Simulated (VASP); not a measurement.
# GaN (gallium nitride) (P6_3mc) in VASP: notebook, part 2 of 2

VASP 6.6.1. The steps go on from the part before.

### Step 3. Relaxation of cell and atoms, PBE

This run uses another cell than the first one, of 11.43 Å³/atom, 0.972 times its volume.

INCAR reads:

```
PREC = Accurate
ENCUT = 600
EDIFF = 1E-7
ISMEAR = 0
SIGMA = 0.01
LREAL = False
LASPH = True
NELM = 60
ALGO = Normal
ISIF = 3
LWAVE = False
LCHARG = False
GGA = PE
IBRION = 2
NSW = 80
EDIFFG = -0.002
```

KPOINTS reads:

```
regular mesh
0
Gamma
  10 10 6
```

POSCAR reads:

```
GaN
1.0
    3.1900000000      0.0000000000      0.0000000000
   -1.5950000000      2.7626210381      0.0000000000
    0.0000000000      0.0000000000      5.1890000000
Ga N
2 2
Direct
    0.3333333333      0.6666666667      0.0000000000
    0.6666666667      0.3333333333      0.5000000000
    0.3333333333      0.6666666667      0.3768000000
    0.6666666667      0.3333333333      0.8768000000
```

Potentials or basis: VASP PAW PBE potentials, release 64 (Ga_d, N).

Command:

```bash
> cat potpaw_PBE.64/Ga_d/POTCAR potpaw_PBE.64/N/POTCAR > POTCAR
> mpirun -np 1 vasp_std > vasp.out
```

OUTCAR:

```text
PREC = Accurate
   ENCUT = 600
   EDIFF = 1E-7
   ISMEAR = 0
   LREAL = False
   LASPH = True
   NELM = 60
   ISIF = 3
   GGA = PE
   IBRION = 2
   NSW = 80
   EDIFFG = -0.002

 ion  position               nearest neighbor table
   1  0.333  0.667  0.000-   4 1.95   4 1.95   4 1.95   3 1.96
   2  0.667  0.333  0.500-   3 1.95   3 1.95   3 1.95   4 1.96
   3  0.333  0.667  0.377-   2 1.95   2 1.95   2 1.95   1 1.96
   4  0.667  0.333  0.877-   1 1.95   1 1.95   1 1.95   2 1.96

  LATTYP: Found a hexagonal cell.
 ALAT       =     3.1900000000
 C/A-ratio  =     1.6266457680

  Lattice vectors:

 A1 = (   3.1900000000,   0.0000000000,   0.0000000000)
 A2 = (  -1.5950000000,   2.7626210381,   0.0000000000)
 A3 = (   0.0000000000,   0.0000000000,   5.1890000000)

Analysis of symmetry for initial positions (statically):
=====================================================================
 Subroutine PRICEL returns:
 Original cell was already a primitive cell.

 Routine SETGRP: Setting up the symmetry group for a
 hexagonal supercell.

 Subroutine GETGRP returns: Found 12 space group operations
 (whereof  6 operations were pure point group operations)
 out of a pool of 24 trial point group operations.

The static configuration has the point symmetry C_3v.
 The point group associated with its full space group is C_6v.

Analysis of symmetry for dynamics (positions and initial velocities):
=====================================================================
 Subroutine PRICEL returns:
 Original cell was already a primitive cell.

 Routine SETGRP: Setting up the symmetry group for a
 hexagonal supercell.

 Subroutine GETGRP returns: Found 12 space group operations
 (whereof  6 operations were pure point group operations)
[... 126 lines left out ...]
     AMIX     =   0.40;   BMIX     =  1.00
     AMIX_MAG =   1.60;   BMIX_MAG =  1.00
  volume/ion in A,a.u.               =      11.43        77.15
  Fermi-wavevector in a.u.,A,eV,Ry     =   1.511624  2.856555 31.089409  2.285007
  Thomas-Fermi vector in A             =   2.621656
   LORBIT       =      0    0 simple, 1 ext, 2 COOP (PROOUT), +10 PAW based schemes
   GGA     = PE    functional components
   LHFCALC =     F    Hartree Fock is set to
   AEXX    =    0.0000 exact exchange contribution
   IVDW    =     0    specifies the selected vdW correction
   LEPSILON=     F    determine dielectric tensor
   LRPA    =     F    only Hartree local field effects (RPA)
 conjugate gradient relaxation of ions
 non-spin polarized calculation
 Gauss-broadening in eV      SIGMA  =   0.01
  energy-cutoff  :      600.00
  volume of cell :       45.73
 maximum number of plane-waves:      1550
 NGX is ok and might be reduce to    28
   NGX = 13   NGY = 13   NGZ = 21

--------------------------------------- Ionic step        1  -------------------------------------------

 number of electron      35.9999996 magnetization

 Free energy of the ion-electron system (eV)
  ---------------------------------------------------
  ext. energy  EPLUGINS =         0.00000000
  ---------------------------------------------------
  free energy    TOTEN  =       -24.30897789 eV

  energy without entropy =      -24.30897789  energy(sigma->0) =      -24.30897789

------------------------ aborting loop because EDIFF is reached ----------------------------------------

  FORCE on cell =-STRESS in cart. coord.  units (eV):
  Direction    XX          YY          ZZ          XY          YZ          ZX
  --------------------------------------------------------------------------------------
  -------------------------------------------------------------------------------------
  Total        1.3906412      1.3906412      1.5446398      0.0000000      0.0000000     -0.0000000
  in kB       48.7225497     48.7225497     54.1180497      0.0000000      0.0000000     -0.0000000
  external PRESSURE =      50.5210497 kB  Pullay stress =       0.0000000 kB
[... 215 lines left out ...]
--------------------------------------- Ionic step        7  -------------------------------------------

 number of electron      36.0000003 magnetization

 Free energy of the ion-electron system (eV)
  ---------------------------------------------------
  ext. energy  EPLUGINS =         0.00000000
  ---------------------------------------------------
  free energy    TOTEN  =       -24.32896664 eV

  energy without entropy =      -24.32896664  energy(sigma->0) =      -24.32896664

 E-fermi :   5.1205     XC(G=0): -11.5154

 val. band max:        5.0094740655   @ k =   0.0000   0.0000   0.0000
 cond. band min:       6.7251274832   @ k =   0.0000   0.0000   0.0000
 fundamental gap:      1.7156534177
 Fermi energy:         5.1204765695

 k-point     1 :       0.0000    0.0000    0.0000
  band No.  band energies     occupation
      1     -10.7269      2.00000
      2      -9.9037      2.00000
      3      -8.4119      2.00000
      4      -8.3975      2.00000
      5      -8.3975      2.00000
      6      -8.3418      2.00000
[... 589 lines left out ...]
     21      11.8520      0.00000
     22      12.9445      0.00000

 [... further k-points ...]
[... 5 lines left out ...]
  --------------------------------------------------------------------------------------
  -------------------------------------------------------------------------------------
  Total       -0.0036879     -0.0036879      0.0002117      0.0000000      0.0000000      0.0000000
  in kB       -0.1256346     -0.1256346      0.0072134      0.0000000      0.0000000      0.0000000
  external PRESSURE =      -0.0813519 kB  Pullay stress =       0.0000000 kB
[... 19 lines left out ...]
  FREE ENERGIE OF THE ION-ELECTRON SYSTEM (eV)
  ---------------------------------------------------
  free  energy   TOTEN  =       -24.3289666386 eV

  energy  without entropy=      -24.3289666386  energy(sigma->0) =      -24.32896664

 reached required accuracy - stopping structural energy minimisation
```

OSZICAR:

```text
N       E                     dE             d eps       ncg     rms          rms(c)
DAV:   1     0.293932947273E+03    0.29393E+03   -0.20072E+04  2566   0.332E+03
DAV:   2     0.105269502046E+02   -0.28341E+03   -0.27367E+03  2682   0.569E+02
DAV:   3    -0.267398056368E+02   -0.37267E+02   -0.36802E+02  2864   0.163E+02
DAV:   4    -0.283007528735E+02   -0.15609E+01   -0.15566E+01  3420   0.356E+01
[... 62 lines left out ...]
DAV:   2    -0.243289900252E+02    0.74881E-04   -0.25240E-04  3454   0.362E-01    0.295E-02
DAV:   3    -0.243289681246E+02    0.21901E-04   -0.49376E-05  3910   0.171E-01    0.605E-03
DAV:   4    -0.243289669275E+02    0.11971E-05   -0.15464E-05  2688   0.359E-02    0.408E-03
DAV:   5    -0.243289666961E+02    0.23135E-06   -0.54569E-07  2806   0.773E-03    0.263E-03
DAV:   6    -0.243289666386E+02    0.57525E-07   -0.19153E-07  1382   0.927E-03
   7 F= -.24328967E+02 E0= -.24328967E+02  d E =-.688472E-05
```

CONTCAR:

```text
GaN
   1.00000000000000
     3.2182736115195882    0.0000000000000000   -0.0000000000000000
    -1.6091368057597941    2.7871067039334312    0.0000000000000000
    -0.0000000000000000    0.0000000000000000    5.2433152184345841
  Ga              N
     2     2
Direct
     0.3333333332999970    0.6666666667000030    0.0000336431387122
     0.6666666667000030    0.3333333332999970    0.5000336431387123
     0.3333333332999970    0.6666666667000030    0.3767663568612906
     0.6666666667000030    0.3333333332999970    0.8767663568612906

  0.00000000E+00  0.00000000E+00  0.00000000E+00
  0.00000000E+00  0.00000000E+00  0.00000000E+00
  0.00000000E+00  0.00000000E+00  0.00000000E+00
  0.00000000E+00  0.00000000E+00  0.00000000E+00
```

It took 10 min on 1 thread of Intel Xeon Platinum 8488C (Sapphire Rapids), shared host; peak memory 0.22 GiB.

What came out:

- Free energy: -24.3290 eV
- Relaxed volume: 11.76 Å³/atom
- Relaxed cell: a = 3.218 Å, b = 3.218 Å, c = 5.243 Å, α = 90.00°, β = 90.00°, γ = 120.00°
- Space group after relaxing (to 0.05 Å): P6_3mc (No. 186)
- Energy gained by relaxing: 5.0 meV/atom
- Ionic steps: 7
- Pressure after relaxing: 0.0 GPa
- Band gap on the k mesh: 1.72 eV, direct

The path:
```csv
step,energy change (eV),largest force (eV/Å),pressure (GPa),volume (Å³)
1,0.0000,0.0063,5.05,45.73
2,-0.0061,0.0080,-3.84,48.16
3,-0.0200,0.0029,-0.02,47.03
4,-0.0200,0.0028,0.09,47.00
5,-0.0200,0.0042,0.08,47.00
6,-0.0200,0.0048,0.08,47.00
7,-0.0200,0.0007,-0.01,47.03
```

Final structure:
```
Ga N
1.0
     3.21827    0.00000    0.00000
    -1.60914    2.78711    0.00000
     0.00000    0.00000    5.24332
Ga N
2 2
Direct
  0.33333 0.66667 0.00003
  0.66667 0.33333 0.50003
  0.33333 0.66667 0.37677
  0.66667 0.33333 0.87677
```

Levels at points of the mesh, in eV from the valence-band top:
| k point | band 16 | band 17 | band 18 | band 19 | band 20 | band 21 |
| --- | --- | --- | --- | --- | --- | --- |
| (0.00, 0.00, 0.00) | -0.04 | 0.00 | 0.00 | 1.72 | 4.07 | 9.02 |
| (0.50, 0.00, 0.00) | -2.64 | -2.11 | -0.96 | 4.98 | 5.37 | 5.98 |
| (0.00, 0.00, 0.50) | -0.51 | -0.51 | -0.51 | 4.06 | 4.06 | 8.31 |
| (0.50, 0.00, 0.50) | -1.87 | -1.83 | -1.83 | 4.31 | 4.31 | 7.58 |

As with any semilocal functional, this PBE gap is likely too small.
